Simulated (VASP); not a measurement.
# PtSe (Fm-3m) in VASP: a series of runs, part 2 of 2

VASP 6.6.1. Earlier steps stand in the parts before.

### Step 3. Vibrations by perturbation theory, PBEsol

Input file INCAR:

```
  PREC = Accurate
  ENCUT = 520
  EDIFF = 1E-8
  ISMEAR = -1
  SIGMA = 0.05
  LREAL = False
  LASPH = True
  NELM = 100
  ALGO = Normal
  ISIF = 2
  LWAVE = False
  LCHARG = False
  GGA = PS
  IBRION = 8
  NSW = 1
```

Input file KPOINTS:

```
regular mesh
0
Gamma
  8 8 8
```

Input file POSCAR:

```
PtSe
1.0
    0.0000000000      2.7984111300      2.7984111300
    2.7984111300      0.0000000000      2.7984111300
    2.7984111300      2.7984111300      0.0000000000
Pt Se
1 1
Direct
    0.5000000000      0.5000000000      0.5000000000
    0.0000000000      0.0000000000      0.0000000000
```

Potentials or basis: VASP PAW PBE potentials, release 64 (Pt, Se).

Launch:

```sh
$ cat potpaw_PBE.64/Pt/POTCAR potpaw_PBE.64/Se/POTCAR > POTCAR
$ mpirun -np 1 vasp_std > vasp.out
```

OUTCAR:

```text
PREC = Accurate
   ENCUT = 520
   EDIFF = 1E-8
   ISMEAR = -1
   LREAL = False
   LASPH = True
   NELM = 100
   ISIF = 2
   GGA = PS
   IBRION = 8
   NSW = 1

 ion  position               nearest neighbor table
   1  0.500  0.500  0.500-   2 2.80   2 2.80   2 2.80   2 2.80   2 2.80   2 2.80
   2  0.000  0.000  0.000-   1 2.80   1 2.80   1 2.80   1 2.80   1 2.80   1 2.80

  LATTYP: Found a face centered cubic cell.
 ALAT       =     5.5968222600

  Lattice vectors:

 A1 = (   0.0000000000,   2.7984111300,   2.7984111300)
 A2 = (   2.7984111300,   0.0000000000,   2.7984111300)
 A3 = (   2.7984111300,   2.7984111300,   0.0000000000)

Analysis of symmetry for initial positions (statically):
=====================================================================
 Subroutine PRICEL returns:
 Original cell was already a primitive cell.

 Routine SETGRP: Setting up the symmetry group for a
 face centered cubic supercell.

 Subroutine GETGRP returns: Found 48 space group operations
 (whereof 48 operations were pure point group operations)
 out of a pool of 48 trial point group operations.

The static configuration has the point symmetry O_h .

Analysis of symmetry for dynamics (positions and initial velocities):
=====================================================================
 Subroutine PRICEL returns:
 Original cell was already a primitive cell.

 Routine SETGRP: Setting up the symmetry group for a
 face centered cubic supercell.

 Subroutine GETGRP returns: Found 48 space group operations
 (whereof 48 operations were pure point group operations)
 out of a pool of 48 trial point group operations.

The dynamic configuration has the point symmetry O_h .

 Subroutine INISYM returns: Found 48 space group operations
 (whereof 48 operations are pure point group operations),
 and found     1 'primitive' translations

----------------------------------------------------------------------------------------

                                     Primitive cell

  volume of cell :      43.8293

  direct lattice vectors                    reciprocal lattice vectors
     0.000000000  2.798411130  2.798411130    -0.178672817  0.178672817  0.178672817
     2.798411130  0.000000000  2.798411130     0.178672817 -0.178672817  0.178672817
     2.798411130  2.798411130  0.000000000     0.178672817  0.178672817 -0.178672817

  length of vectors
     3.957550973  3.957550973  3.957550973     0.309470397  0.309470397  0.309470397

  position of ions in fractional coordinates (direct lattice)
     0.500000000  0.500000000  0.500000000
     0.000000000  0.000000000  0.000000000

  ion indices of the primitive-cell ions
   primitive index   ion index
                 1           1
                 2           2

[... 133 lines left out ...]
      4       2.7450      2.00000
      5       2.7450      2.00000
      6       2.7450      2.00000
      7       3.8865      2.00000
      8       3.8865      2.00000
      9       3.8865      2.00000
     10       5.4578      0.00056
     11      15.1081      0.00000
     12      15.8421      0.00000
[... 331 lines left out ...]
 k-point    24 :      -0.3750    0.2500    0.1250
  band No.  band energies     occupation
      1      -7.8606      2.00000
      2      -0.5811      2.00000
      3       0.8275      2.00000
      4       0.9189      2.00000
      5       3.3348      2.00000
      6       3.4239      2.00000
      7       3.6924      2.00000
      8       5.2830      0.01830
      9       5.7973      0.00000
     10       9.4982      0.00000
     11      10.3118      0.00000
     12      13.0144      0.00000

 [... further k-points ...]
[... 5 lines left out ...]
  --------------------------------------------------------------------------------------
  -------------------------------------------------------------------------------------
  Total       -5.2577650     -5.2577650     -5.2577650     -0.0000000      0.0000000      0.0000000
  in kB     -192.1972619   -192.1972619   -192.1972619     -0.0000000      0.0000000      0.0000000
  external PRESSURE =    -192.1972619 kB  Pullay stress =       0.0000000 kB

 VOLUME and BASIS-vectors are now :
 -----------------------------------------------------------------------------
  energy-cutoff  :      520.00
  volume of cell :       43.83
      direct lattice vectors                 reciprocal lattice vectors
     0.000000000  2.798411130  2.798411130    -0.178672817  0.178672817  0.178672817
     2.798411130  0.000000000  2.798411130     0.178672817 -0.178672817  0.178672817
     2.798411130  2.798411130  0.000000000     0.178672817  0.178672817 -0.178672817

 POSITION                                       TOTAL-FORCE (eV/Angst)
 -----------------------------------------------------------------------------------
      2.79841      2.79841      2.79841        -0.000000     -0.000000     -0.000000
      0.00000      0.00000      0.00000         0.000000      0.000000      0.000000
 -----------------------------------------------------------------------------------
    total drift:                                0.000000     -0.000000      0.000000

  FREE ENERGIE OF THE ION-ELECTRON SYSTEM (eV)
  ---------------------------------------------------
  free  energy   TOTEN  =       -10.2800662751 eV

  energy  without entropy=      -10.2694078566  energy(sigma->0) =      -10.27473707

[... ionic steps 2 to 3 ...]

--------------------------------------- Ionic step        4  -------------------------------------------

------------------------ aborting loop because EDIFF is reached ----------------------------------------

[... ionic steps 5 to 6 ...]

--------------------------------------- Ionic step        7  -------------------------------------------

 Free energy of the ion-electron system (eV)
  ---------------------------------------------------
  ---------------------------------------------------
  free energy    TOTEN  =        -0.07506965 eV

  energy without entropy =       -0.07506965

------------------------ aborting loop because EDIFF is reached ----------------------------------------

 INTERNAL STRAIN TENSOR  FOR ION    2  DIRECTION 1   (eV/Angst):
 -----------------------------------------------------------------------------
    -0.00637 -0.00000  0.00000
    -0.00000  0.00821 -0.00000
     0.00000 -0.00000  0.00821

 INTERNAL STRAIN TENSOR FOR ION    2 for displacements in x,y,z  (eV/Angst):
          X           Y           Z          XY          YZ          ZX
  --------------------------------------------------------------------------------
  x     0.00000     0.00000     0.00000     0.00000     0.00000     0.00000
  y     0.00000     0.00000     0.00000     0.00000     0.00000     0.00000
  z     0.00000     0.00000     0.00000     0.00000     0.00000     0.00000

 SECOND DERIVATIVES (NOT SYMMETRIZED)
 ------------------------------------
               1X          1Y          1Z          2X          2Y          2Z
  1X    -1.106746    0.000000    0.000000    1.106746    0.000000    0.000000
  1Y     0.000000   -1.106746    0.000000    0.000000    1.106746    0.000000
  1Z     0.000000    0.000000   -1.106746    0.000000    0.000000    1.106746
  2X     1.108654    0.000000    0.000000   -1.108654    0.000000    0.000000
  2Y     0.000000    1.108654    0.000000    0.000000   -1.108654    0.000000
  2Z     0.000000    0.000000    1.108654    0.000000    0.000000   -1.108654

 Eigenvectors and eigenvalues of the dynamical matrix
 ----------------------------------------------------

   1 f  =    2.195018 THz    13.791707 2PiTHz   73.217931 cm-1     9.077862 meV
             X         Y         Z           dx          dy          dz
      2.798411  2.798411  2.798411     0.000000    0.536451    0.000000
      0.000000  0.000000  0.000000    -0.000000   -0.843931    0.000000
[... 21 lines left out ...]
   6 f/i=    0.000856 THz     0.005379 2PiTHz    0.028555 cm-1     0.003540 meV
             X         Y         Z           dx          dy          dz
      2.798411  2.798411  2.798411    -0.688610    0.487890    0.000000
      0.000000  0.000000  0.000000    -0.437720    0.310131    0.000000

--------------------------------------------------------------------------------------------------------

 ELASTIC MODULI CONTR FROM IONIC RELAXATION (kBar)
 Direction    XX          YY          ZZ          XY          YZ          ZX
 --------------------------------------------------------------------------------
 XX           0.0000      0.0000      0.0000      0.0000      0.0000      0.0000
 YY           0.0000      0.0000      0.0000      0.0000      0.0000      0.0000
 ZZ           0.0000      0.0000      0.0000      0.0000      0.0000      0.0000
 XY           0.0000      0.0000      0.0000      0.0000      0.0000      0.0000
 YZ           0.0000      0.0000      0.0000      0.0000      0.0000      0.0000
 ZX           0.0000      0.0000      0.0000      0.0000      0.0000      0.0000
 --------------------------------------------------------------------------------
```

OSZICAR:

```text
N       E                     dE             d eps       ncg     rms          rms(c)
DAV:   1     0.637419383574E+02    0.63742E+02   -0.73697E+03   696   0.118E+03
DAV:   2    -0.809986724705E+01   -0.71842E+02   -0.64907E+02   828   0.203E+02
DAV:   3    -0.104998233691E+02   -0.24000E+01   -0.23423E+01   836   0.363E+01
DAV:   4    -0.105175601952E+02   -0.17737E-01   -0.17722E-01   792   0.360E+00
[... 42 lines left out ...]
RMM:   7    -0.750699273710E-01   -0.13895E-05    0.77047E-08  2314   0.420E-04    0.147E-04
RMM:   8    -0.750698504301E-01    0.76941E-07   -0.30523E-08  2400   0.115E-04    0.648E-05
RMM:   9    -0.750695998907E-01    0.25054E-06    0.22195E-09  2349   0.658E-05    0.939E-06
RMM:  10    -0.750696431704E-01   -0.43280E-07   -0.52073E-09  2462   0.178E-05    0.234E-06
RMM:  11    -0.750696507856E-01   -0.76152E-08   -0.62203E-09  2153   0.775E-06    0.919E-07
 Linear response finished
```

stdout:

```text
POSCAR found type information on POSCAR PtSe
 POSCAR found :  2 types and       2 ions
 scaLAPACK will be used
 -----------------------------------------------------------------------------
|                                                                             |
|                                                                             |
|     You enforced a specific xc type in the INCAR file but a different       |
|     I HOPE YOU KNOW WHAT YOU ARE DOING!                                     |
|                                                                             |
 -----------------------------------------------------------------------------

 LDA part: xc-table for (Slater+PW92), standard interpolation
 POSCAR, INCAR and KPOINTS ok, starting setup
 FFT: planning ... GRIDC
 FFT: planning ... GRID_SOFT
 FFT: planning ... GRID
 WAVECAR not read
 entering main loop
 Linear response reoptimize wavefunctions to high precision
 Linear response DOF=           2
 Linear response progress:
 first order change of Fermi-energy   0.19542E-03
 force on displaced ion       1 direction 1 :  -1.107   0.000   0.000
 Linear response progress:
 first order change of Fermi-energy   0.48428E-03
 force on displaced ion       2 direction 1 :  -1.109   0.000   0.000
 Linear response finished
```

Wall time 76 s (1 thread of Intel Xeon Platinum 8559C (Emerald Rapids), shared host); peak memory 0.25 GiB.

What came out:

* Highest phonon frequency at Γ, LO-TO splitting left out: 73 cm⁻¹

Phonon frequencies in cm⁻¹ (negative: imaginary):
```csv
q point,frequencies
"(0.000, 0.000, 0.000)",0 0 0 73 73 73
```

Caveat: the cell wasn't relaxed at this level first, which shifts response properties; the PAW data sets were made with another functional, which shifts forces and pressure a little; spin-orbit coupling is left out, which moves the levels of the heavy elements.

### Step 4. Elastic constants, PBE

Input file INCAR:

```
PREC     = Accurate       # precision mode
ENCUT    = 600            # plane-wave cutoff, eV
EDIFF    = 1E-8           # SCF threshold, eV
ISMEAR   = -1             # smearing method
SIGMA    = 0.05           # smearing width, eV
LREAL    = False          # projectors in reciprocal space
LASPH    = True           # aspherical terms in the spheres
NELM     = 80             # most SCF steps
ALGO     = Normal         # electronic algorithm
ISIF     = 3              # what is computed and relaxed
LWAVE    = False          # write WAVECAR
LCHARG   = False          # write CHGCAR
GGA      = PE             # functional
IBRION   = 6              # ionic algorithm
NFREE    = 2            
POTIM    = 0.015          # step
NSW      = 1              # ionic steps
```

Input file KPOINTS:

```
regular mesh
0
Gamma
  6 6 6
```

POSCAR is that of step 3.

Potentials or basis: VASP PAW PBE potentials, release 64 (Pt, Se).

Launch:

```sh
$ cat potpaw_PBE.64/Pt/POTCAR potpaw_PBE.64/Se/POTCAR > POTCAR
$ mpirun -np 1 vasp_std > vasp.out
```

OUTCAR:

```text
PREC = Accurate
   ENCUT = 600
   EDIFF = 1E-8
   ISMEAR = -1
   LREAL = False
   LASPH = True
   NELM = 80
   ISIF = 3
   GGA = PE
   IBRION = 6
   NFREE = 2
   POTIM = 0.015
   NSW = 1

 ion  position               nearest neighbor table
   1  0.500  0.500  0.500-   2 2.80   2 2.80   2 2.80   2 2.80   2 2.80   2 2.80
   2  0.000  0.000  0.000-   1 2.80   1 2.80   1 2.80   1 2.80   1 2.80   1 2.80

  LATTYP: Found a face centered cubic cell.
 ALAT       =     5.5968222600

  Lattice vectors:

 A1 = (   0.0000000000,   2.7984111300,   2.7984111300)
 A2 = (   2.7984111300,   0.0000000000,   2.7984111300)
 A3 = (   2.7984111300,   2.7984111300,   0.0000000000)

Analysis of symmetry for initial positions (statically):
=====================================================================
 Subroutine PRICEL returns:
 Original cell was already a primitive cell.

 Routine SETGRP: Setting up the symmetry group for a
 face centered cubic supercell.

 Subroutine GETGRP returns: Found 48 space group operations
 (whereof 48 operations were pure point group operations)
 out of a pool of 48 trial point group operations.

The static configuration has the point symmetry O_h .

Analysis of symmetry for dynamics (positions and initial velocities):
=====================================================================
 Subroutine PRICEL returns:
[... 716 lines left out ...]
  in kB     -142.0848724   -142.2150701   -142.2150701      0.0000000      0.0000000      0.0000000
  external PRESSURE =    -142.1716708 kB  Pullay stress =       0.0000000 kB
[... 17 lines left out ...]
  FREE ENERGIE OF THE ION-ELECTRON SYSTEM (eV)
  ---------------------------------------------------
  free  energy   TOTEN  =        -9.2583570019 eV

  energy  without entropy=       -9.2348475921  energy(sigma->0) =       -9.24660230

 INTERNAL STRAIN TENSORS FROM STRAINED CELLS
 ============================================

 INTERNAL STRAIN TENSOR FOR ION    1 for displacements in x,y,z  (eV/Angst):
          X           Y           Z          XY          YZ          ZX
  --------------------------------------------------------------------------------
  x    -0.00000     0.00000    -0.00000     0.00000     0.00000     0.00000
  y    -0.00000    -0.00000     0.00000    -0.00000     0.00000     0.00000
  z     0.00000     0.00000     0.00000     0.00000    -0.00000     0.00000

 INTERNAL STRAIN TENSORS FROM DISPLACED ATOMS
 ============================================

 INTERNAL STRAIN TENSOR FOR ION    1 for displacements in x,y,z  (eV/Angst):
          X           Y           Z          XY          YZ          ZX
  --------------------------------------------------------------------------------
  x     0.00000     0.00000     0.00000     0.00000     0.00000     0.00000
  y     0.00000     0.00000     0.00000     0.00000     0.00000     0.00000
  z     0.00000     0.00000     0.00000     0.00000     0.00000     0.00000

 INTERNAL STRAIN TENSOR FOR ION    2 for displacements in x,y,z  (eV/Angst):
          X           Y           Z          XY          YZ          ZX
  --------------------------------------------------------------------------------
  x     0.00000     0.00000     0.00000     0.00000     0.00000     0.00000
  y     0.00000     0.00000     0.00000     0.00000     0.00000     0.00000
  z     0.00000     0.00000     0.00000     0.00000     0.00000     0.00000

 Eigenvectors and eigenvalues of the dynamical matrix
 ----------------------------------------------------

   1 f  =    1.503899 THz     9.449274 2PiTHz   50.164661 cm-1     6.219622 meV
             X         Y         Z           dx          dy          dz
      2.798411  2.798411  2.798411     0.000000    0.000000   -0.537165
      0.000000  0.000000  0.000000     0.000000    0.000000    0.843477
[... 21 lines left out ...]
   6 f/i=    0.000685 THz     0.004304 2PiTHz    0.022849 cm-1     0.002833 meV
             X         Y         Z           dx          dy          dz
      2.798411  2.798411  2.798411     0.000000    0.000000    0.843477
      0.000000  0.000000  0.000000     0.000000    0.000000    0.537165

--------------------------------------------------------------------------------------------------------

 ELASTIC MODULI CONTR FROM IONIC RELAXATION (kBar)
 Direction    XX          YY          ZZ          XY          YZ          ZX
 --------------------------------------------------------------------------------
 XX           0.0000      0.0000      0.0000      0.0000      0.0000      0.0000
 YY           0.0000      0.0000      0.0000      0.0000      0.0000      0.0000
 ZZ           0.0000      0.0000      0.0000      0.0000      0.0000      0.0000
 XY           0.0000      0.0000      0.0000      0.0000      0.0000      0.0000
 YZ           0.0000      0.0000      0.0000      0.0000      0.0000      0.0000
 ZX           0.0000      0.0000      0.0000      0.0000      0.0000      0.0000
 --------------------------------------------------------------------------------

 TOTAL ELASTIC MODULI (kBar)
 Direction    XX          YY          ZZ          XY          YZ          ZX
 --------------------------------------------------------------------------------
 XX         961.2600    461.1116    461.1116      0.0000      0.0000      0.0000
 YY         461.1116    961.2600    461.1116     -0.0000      0.0000      0.0000
 ZZ         461.1116    461.1116    961.2600      0.0000     -0.0000      0.0000
 XY           0.0000     -0.0000      0.0000    104.5788      0.0000      0.0000
 YZ           0.0000      0.0000     -0.0000      0.0000    104.5788     -0.0000
 ZX           0.0000      0.0000      0.0000      0.0000     -0.0000    104.5788
 --------------------------------------------------------------------------------
```

OSZICAR:

```text
N       E                     dE             d eps       ncg     rms          rms(c)
DAV:   1     0.705698793452E+02    0.70570E+02   -0.81027E+03   384   0.134E+03
DAV:   2    -0.699482765953E+01   -0.77565E+02   -0.70824E+02   440   0.222E+02
DAV:   3    -0.941172753946E+01   -0.24169E+01   -0.23628E+01   464   0.372E+01
[... 202 lines left out ...]
DAV:   3    -0.925835383518E+01    0.52510E-05   -0.10573E-04   800   0.835E-02    0.228E-02
DAV:   4    -0.925835639806E+01   -0.25629E-05   -0.15726E-05   836   0.291E-02    0.668E-03
DAV:   5    -0.925835697766E+01   -0.57960E-06   -0.16449E-06   808   0.104E-02    0.145E-03
DAV:   6    -0.925835699720E+01   -0.19534E-07   -0.55599E-08   900   0.217E-03    0.859E-04
DAV:   7    -0.925835700188E+01   -0.46859E-08   -0.78166E-09   476   0.819E-04
  17 F= -.92583570E+01 E0= -.92466023E+01  d E =-.235094E-01
```

It took 2.2 min on 1 thread of Intel Xeon Platinum 8559C (Emerald Rapids), shared host; peak memory 0.24 GiB.

What came out:

```
Elastic constants C11, C12, C44                         : 96, 46, 10 GPa
Voigt bulk modulus                                      : 63 GPa
Highest phonon frequency at Γ, LO-TO splitting left out : 50 cm⁻¹
```

Phonon frequencies in cm⁻¹ (negative: imaginary):
| q point | frequencies |
| --- | --- |
| (0.000, 0.000, 0.000) | 0 0 0 50 50 50 |

Elastic tensor in Voigt notation (GPa, in the Cartesian axes of the cell as first typed):
```
96 46 46  0  0  0
46 96 46  0  0  0
46 46 96  0  0  0
 0  0  0 10  0  0
 0  0  0  0 10  0
 0  0  0  0  0 10
```

Clamped-ion elastic tensor (GPa):
```
96 46 46  0  0  0
46 96 46  0  0  0
46 46 96  0  0  0
 0  0  0 10  0  0
 0  0  0  0 10  0
 0  0  0  0  0 10
```

Caveat: the cell is under stress, which shifts elastic constants; spin-orbit coupling is left out, which moves the levels of the heavy elements.
